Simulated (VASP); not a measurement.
# Hf (Fm-3m) in VASP: further runs, part 3 of 3

VASP 6.6.1.

**7. Relaxation of cell and atoms, r2SCAN+D4**

This run uses another cell than the first one, of 21.88 Å³/atom, 1.058 times its volume.

File POSCAR:

```
Hf
1.0
    0.0000000000      2.2200000000      2.2200000000
    2.2200000000      0.0000000000      2.2200000000
    2.2200000000      2.2200000000      0.0000000000
Hf
1
Direct
    0.0000000000      0.0000000000      0.0000000000
```

File INCAR.step1:

```
SYSTEM = Hf
PREC     = Accurate       ! precision mode
ENCUT    = 600            ! plane-wave cutoff, eV
ISMEAR   = -1             ! smearing method
SIGMA    = 0.1            ! smearing width, eV
LREAL    = .False.        ! projectors in reciprocal space
LASPH    = .True.         ! aspherical terms in the spheres
NELM     = 100            ! most SCF steps
GGA      = PE             ! functional
ALGO     = Normal         ! electronic algorithm
EDIFF    = 1E-4           ! SCF threshold, eV
LWAVE    = .True.         ! write WAVECAR
LCHARG   = .False.        ! write CHGCAR
```

File INCAR.step2:

```
SYSTEM = Hf
PREC     = Accurate       ! precision mode
ENCUT    = 600            ! plane-wave cutoff, eV
EDIFF    = 1E-7           ! SCF threshold, eV
ISMEAR   = -1             ! smearing method
SIGMA    = 0.1            ! smearing width, eV
LREAL    = .False.        ! projectors in reciprocal space
LASPH    = .True.         ! aspherical terms in the spheres
NELM     = 100            ! most SCF steps
ALGO     = Normal         ! electronic algorithm
ISIF     = 3              ! what is computed and relaxed
LWAVE    = .False.        ! write WAVECAR
LCHARG   = .False.        ! write CHGCAR
METAGGA  = R2SCAN         ! meta-GGA
LMIXTAU  = .True.       
IVDW     = 13             ! dispersion correction
VDW_S6   = 1.0          
VDW_S8   = 0.6018749    
VDW_A1   = 0.51559235   
VDW_A2   = 5.77342911   
IBRION   = 2              ! ionic algorithm
NSW      = 80             ! ionic steps
EDIFFG   = -0.05          ! ionic threshold
ISTART   = 1
```

File KPOINTS:

```
Automatic mesh
0
Gamma
  5 5 5
  0 0 0
```

Potentials or basis: VASP PAW PBE potentials, release 64 (Hf_pv).

Command:

```console
$ cat potpaw_PBE.64/Hf_pv/POTCAR > POTCAR
$ cp INCAR.step1 INCAR
$ mpirun -np 1 vasp_std > vasp.out
$ cp INCAR.step2 INCAR
$ mpirun -np 1 vasp_std > vasp.out
```

OUTCAR:

```text
SYSTEM = Hf
   PREC = Accurate
   ENCUT = 600
   EDIFF = 1E-7
   ISMEAR = -1
   LREAL = .False.
   LASPH = .True.
   NELM = 100
   ISIF = 3
   METAGGA = R2SCAN
   IVDW = 13
   IBRION = 2
   NSW = 80
   EDIFFG = -0.05
   ISTART = 1

 ion  position               nearest neighbor table
   1  0.000  0.000  0.000-

  LATTYP: Found a face centered cubic cell.
 ALAT       =     4.4400000000

  Lattice vectors:

 A1 = (   0.0000000000,   2.2200000000,   2.2200000000)
 A2 = (   2.2200000000,   0.0000000000,   2.2200000000)
 A3 = (   2.2200000000,   2.2200000000,   0.0000000000)

Analysis of symmetry for initial positions (statically):
=====================================================================
 Subroutine PRICEL returns:
 Original cell was already a primitive cell.

 Routine SETGRP: Setting up the symmetry group for a
 face centered cubic supercell.

 Subroutine GETGRP returns: Found 48 space group operations
 (whereof 48 operations were pure point group operations)
 out of a pool of 48 trial point group operations.

The static configuration has the point symmetry O_h .

Analysis of symmetry for dynamics (positions and initial velocities):
=====================================================================
 Subroutine PRICEL returns:
 Original cell was already a primitive cell.

 Routine SETGRP: Setting up the symmetry group for a
 face centered cubic supercell.

 Subroutine GETGRP returns: Found 48 space group operations
 (whereof 48 operations were pure point group operations)
 out of a pool of 48 trial point group operations.

The dynamic configuration has the point symmetry O_h .

 Subroutine INISYM returns: Found 48 space group operations
 (whereof 48 operations are pure point group operations),
 and found     1 'primitive' translations

----------------------------------------------------------------------------------------

                                     Primitive cell

[... 69 lines left out ...]
   LSORBIT =      F    spin-orbit coupling
   LASPH  =      T    aspherical Exc in radial PAW
   ENCUT  =  600.0 eV  44.10 Ry    6.64 a.u.   6.27  6.27  6.27*2*pi/ulx,y,z
   NELM   =    100;   NELMIN=  2; NELMDL=  0     # of ELM steps
   EDIFF  = 0.1E-06   stopping-criterion for ELM
   LREAL  =      F    real-space projection
   EDIFFG = -.5E-01   stopping-criterion for IOM
   NSW    =     80    number of steps for IOM
   IBRION =      2    ionic relax: 0-MD 1-quasi-New 2-CG
   NFREE  =      1    steps in history (QN), initial steepest desc. (CG)
   ISIF   =      3    stress and relaxation
   ISYM   =      2    0-nonsym 1-usesym 2-fastsym
   POTIM  = 0.5000    time-step for ionic-motion
   TEBEG  =    0.0;   TEEND  =   0.0 temperature during run
   PSTRESS=    0.0 pullay stress
   NELECT =      10.0000    total number of electrons
   NUPDOWN=      -1.0000    fix difference up-down
   EMIN   =  10.00;   EMAX   =-10.00  energy-range for DOS
   EFERMI =   0.00;   METHOD = LEGACY
   ISMEAR =    -1;   SIGMA  =   0.10  broadening in eV -4-tet -1-fermi 0-gaus
   EFERMI_NEDOS =   21; number of points for ismear=-14 and -15
   IALGO  =     38    algorithm
   IMIX   =      4    mixing-type and parameters
     AMIX     =   0.40;   BMIX     =  1.00
     AMIX_MAG =   1.60;   BMIX_MAG =  1.00
  volume/ion in A,a.u.               =      21.88       147.67
  Fermi-wavevector in a.u.,A,eV,Ry     =   1.260991  2.382927 21.634588  1.590097
  Thomas-Fermi vector in A             =   2.394472
   LORBIT       =      0    0 simple, 1 ext, 2 COOP (PROOUT), +10 PAW based schemes
   METAGGA = R2SCAN    functional components
   LHFCALC =     F    Hartree Fock is set to
   AEXX    =    0.0000 exact exchange contribution
   IVDW    =    13    specifies the selected vdW correction
   LEPSILON=     F    determine dielectric tensor
   LRPA    =     F    only Hartree local field effects (RPA)
 conjugate gradient relaxation of ions
 non-spin polarized calculation
  energy-cutoff  :      600.00
  volume of cell :       21.88
 maximum number of plane-waves:       739
 NGX is ok and might be reduce to    28
   NGX = 13   NGY = 13   NGZ = 13

--------------------------------------- Ionic step        1  -------------------------------------------

 number of electron      10.0000000 magnetization

 Free energy of the ion-electron system (eV)
  ---------------------------------------------------
  ext. energy  EPLUGINS =         0.00000000
  ---------------------------------------------------
  free energy    TOTEN  =       -45.12388021 eV

  energy without entropy =      -45.09169205  energy(sigma->0) =      -45.10778613

------------------------ aborting loop because EDIFF is reached ----------------------------------------

  DFT-D4 for vdW energy calculation

  Edisp (eV):   -0.06489
[... 69 lines left out ...]
--------------------------------------- Ionic step        3  -------------------------------------------

 number of electron      10.0000000 magnetization

 Free energy of the ion-electron system (eV)
  ---------------------------------------------------
  ext. energy  EPLUGINS =         0.00000000
  ---------------------------------------------------
  free energy    TOTEN  =       -45.12542756 eV

  energy without entropy =      -45.09267754  energy(sigma->0) =      -45.10905255

 E-fermi :   4.5491     XC(G=0): -12.2304

 val. band max:        4.4076690426   @ k =  -0.2000   0.2000   0.0000
 cond. band min:       4.5662565942   @ k =   0.2000   0.2000   0.0000
 fundamental gap:      0.1585875515
 Fermi energy:         4.5490531882

 k-point     1 :       0.0000    0.0000    0.0000
  band No.  band energies     occupation
      1     -26.3757      2.00000
      2     -26.3757      2.00000
      3     -26.3757      2.00000
      4      -2.9102      2.00000
      5       6.3031      0.00000
      6       6.3031      0.00000
      7       6.3032      0.00000
      8       9.3300      0.00000
      9       9.3300      0.00000
[... 138 lines left out ...]
  FREE ENERGIE OF THE ION-ELECTRON SYSTEM (eV)
  ---------------------------------------------------
  free  energy   TOTEN  =       -45.1896521134 eV

  energy  without entropy=      -45.1569020931  energy(sigma->0) =      -45.17327710

 reached required accuracy - stopping structural energy minimisation
```

OUTCAR.step1:

```text
SYSTEM = Hf
   PREC = Accurate
   ENCUT = 600
   ISMEAR = -1
   LREAL = .False.
   LASPH = .True.
[... 320 lines left out ...]
 -----------------------------------------------------------------------------------
      0.00000      0.00000      0.00000         0.000000      0.000000     -0.000000
 -----------------------------------------------------------------------------------
    total drift:                               -0.000000     -0.000000     -0.000000

  FREE ENERGIE OF THE ION-ELECTRON SYSTEM (eV)
  ---------------------------------------------------
  free  energy   TOTEN  =        -9.9190940448 eV

  energy  without entropy=       -9.8871687200  energy(sigma->0) =       -9.90313138
```

OSZICAR.step1:

```text
N       E                     dE             d eps       ncg     rms          rms(c)
DAV:   1     0.642898402028E+01    0.64290E+01   -0.64517E+03   180   0.116E+03
DAV:   2    -0.999710624158E+01   -0.16426E+02   -0.15695E+02   297   0.135E+02
DAV:   3    -0.102383717410E+02   -0.24127E+00   -0.23918E+00   193   0.119E+01
DAV:   4    -0.102394629277E+02   -0.10912E-02   -0.10907E-02   214   0.951E-01
DAV:   5    -0.102394700946E+02   -0.71669E-05   -0.71667E-05   205   0.584E-02    0.450E+01
DAV:   6    -0.100034315371E+02    0.23604E+00   -0.23962E-01   182   0.411E+00    0.268E+01
DAV:   7    -0.992369372258E+01    0.79738E-01   -0.36599E-01   182   0.492E+00    0.134E+00
DAV:   8    -0.991909160226E+01    0.46021E-02   -0.21522E-02   182   0.126E+00    0.924E-02
DAV:   9    -0.991909404484E+01   -0.24426E-05   -0.24104E-04   168   0.172E-01
   1 F= -.99190940E+01 E0= -.99031314E+01  d E =-.319253E-01
```

Wall time 52 s (1 thread of Intel Xeon 6975P-C, shared host); peak memory 0.17 GiB.

What came out:

```yaml
Free_energy: -45.1897 eV
Relaxed_volume: 22.13 Å³/atom
Relaxed_cell: a = 3.151 Å, b = 3.151 Å, c = 3.151 Å, α = 60.00°, β = 60.00°, γ = 60.00°
Space_group_after_relaxing_to_0.05_Å: Fm-3m (No. 225)
Energy_gained_by_relaxing: 0.9 meV/atom
Ionic_steps: 3
Pressure_after_relaxing: 0.0 GPa
Band_gap_on_the_k_mesh: zero (band 5 reaches 6.30 eV, above the bottom of band 6 at 4.31 eV)
Dispersion_energy_per_atom: -0.064 eV
```

The path:
| step | energy change (eV) | largest force (eV/Å) | pressure (GPa) | volume (Å³) |
| --- | --- | --- | --- | --- |
| 1 | 0.0000 | 0.0000 | 1.17 | 21.88 |
| 2 | 0.0002 | 0.0000 | -1.25 | 22.39 |
| 3 | -0.0009 | 0.0000 | -0.01 | 22.13 |

Final structure:
```
Hf
1.0
     0.00000    2.22820    2.22820
     2.22820    0.00000    2.22820
     2.22820    2.22820    0.00000
Hf
1
Direct
  0.00000 0.00000 0.00000
```

Caveat: the k points lie up to 0.49 Å⁻¹ apart in the final cell; the PAW data sets were made with another functional, which shifts forces and pressure a little; spin-orbit coupling is left out, which moves the levels of the heavy elements; pairwise dispersion overbinds metals, which lowers pressure and volume.

**8. Overview**

| task | level | potentials or basis | cell | cutoff (eV) | gap on the mesh (eV) | pressure (GPa) | relaxed volume (Å³/atom) |
| --- | --- | --- | --- | --- | --- | --- | --- |
| single point | LDA | VASP PAW LDA potentials, release 64 (Hf_pv) | a = 3.081 Å, angles 60.0°, 1 atom | 520 | none | 0.1 | - |
| single point | PBEsol+D3(BJ) | VASP PAW PBE potentials, release 64 (Hf_pv) | a = 3.083 Å, angles 60.0°, 1 atom | 520 | none | -0.3 | - |
| single point | r2SCAN+D4 | VASP PAW PBE potentials, release 64 (Hf_pv) | a = 3.157 Å, angles 60.0°, 1 atom | 520 | none | -0.5 | - |
| relaxation of cell and atoms | LDA | VASP PAW LDA potentials, release 64 (Hf_pv) | relaxed from a = 3.140 Å, angles 60.0°, 1 atom | 600 | none | -0.1 | 20.71 |
| relaxation of cell and atoms | PBEsol+D3(BJ) | VASP PAW PBE potentials, release 64 (Hf_pv) | relaxed from a = 3.140 Å, angles 60.0°, 1 atom | 600 | none | -0.1 | 20.67 |
| relaxation of cell and atoms | r2SCAN+D4 | VASP PAW PBE potentials, release 64 (Hf_pv) | relaxed from a = 3.140 Å, angles 60.0°, 1 atom | 600 | none | 0.0 | 22.13 |

Alike in all rows: no spin polarisation; k mesh 5 × 5 × 5; smearing fermi-dirac 0.1 eV.

Caveats: all runs use coarse meshes; spin-orbit coupling is left out, which moves the levels of the heavy elements; the PAW data sets were made with another functional, which shifts forces and pressure a little (some runs); pairwise dispersion overbinds metals, which lowers pressure and volume (some runs).

Total energies depend on the potentials used, so only differences within one code and one set of settings carry meaning.
